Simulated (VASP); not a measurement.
Si3B:

```
CELL_PARAMETERS angstrom
3.45779 0.00000 0.00000
0.00000 7.21737 0.00000
0.00000 0.00000 5.20143
ATOMIC_POSITIONS crystal
Si 0.50000 0.73330 0.15582
Si 0.50000 0.26670 0.15582
Si 0.00000 0.76670 0.84418
Si 0.00000 0.23330 0.84418
Si 0.00000 0.50000 0.57173
Si 0.50000 0.00000 0.42827
B 0.50000 0.50000 0.36623
B 0.00000 0.00000 0.63377
```

The cell was generated, and may not be a known phase.

- Program: VASP 6.6.1
- Task: relaxation of cell and atoms
- Functional: PBE
- Potentials or basis: VASP PAW PBE potentials, release 64 (Si, B)
- Cutoff: 600 eV
- k mesh: 10 × 4 × 6
- Occupations: gaussian, width 0.1 eV
- Spin: no spin polarisation

At the start: pressure -0.1 GPa; volume 16.23 Å³/atom.

**Question.** How do energy, volume and symmetry change on relaxing?

**Answer.** Over 12 steps the energy falls by 5.7 meV/atom and the volume is 16.15 Å³/atom (-0.5 %); space group Pmmn (No. 59, to 0.1 Å) before and after.

The path:
| step | energy change (eV) | largest force (eV/Å) | pressure (GPa) | volume (Å³) |
| --- | --- | --- | --- | --- |
| 1 | 0.0000 | 0.2931 | -0.11 | 129.81 |
| 2 | -0.0238 | 0.1201 | -0.01 | 129.59 |
| 3 | -0.0298 | 0.1046 | 0.09 | 129.44 |
| 4 | -0.0420 | 0.1061 | -0.06 | 129.41 |
| 5 | -0.0437 | 0.1082 | -0.13 | 129.39 |
| 6 | -0.0449 | 0.0428 | 0.00 | 129.24 |
| 7 | -0.0450 | 0.0364 | 0.03 | 129.20 |
| 8 | -0.0452 | 0.0243 | 0.02 | 129.22 |
| 9 | -0.0453 | 0.0297 | -0.02 | 129.28 |
| 10 | -0.0455 | 0.0194 | -0.02 | 129.26 |
| 11 | -0.0455 | 0.0166 | -0.01 | 129.25 |
| 12 | -0.0455 | 0.0043 | 0.01 | 129.22 |

Final structure:
```cif
data_structure
_symmetry_space_group_name_H-M 'P 1'
_symmetry_Int_Tables_number 1
_cell_length_a 3.3837
_cell_length_b 7.2413
_cell_length_c 5.2738
_cell_angle_alpha 90.000
_cell_angle_beta 90.000
_cell_angle_gamma 90.000
_cell_volume 129.22
loop_
_atom_site_label
_atom_site_type_symbol
_atom_site_fract_x
_atom_site_fract_y
_atom_site_fract_z
_atom_site_occupancy
Si1 Si 0.50000 0.73406 0.16150 1
Si2 Si 0.50000 0.26594 0.16150 1
Si3 Si 0.00000 0.76594 0.83850 1
Si4 Si 0.00000 0.23406 0.83850 1
Si5 Si 0.00000 0.50000 0.57357 1
Si6 Si 0.50000 0.00000 0.42643 1
B1 B 0.50000 0.50000 0.36156 1
B2 B 0.00000 0.00000 0.63844 1
```
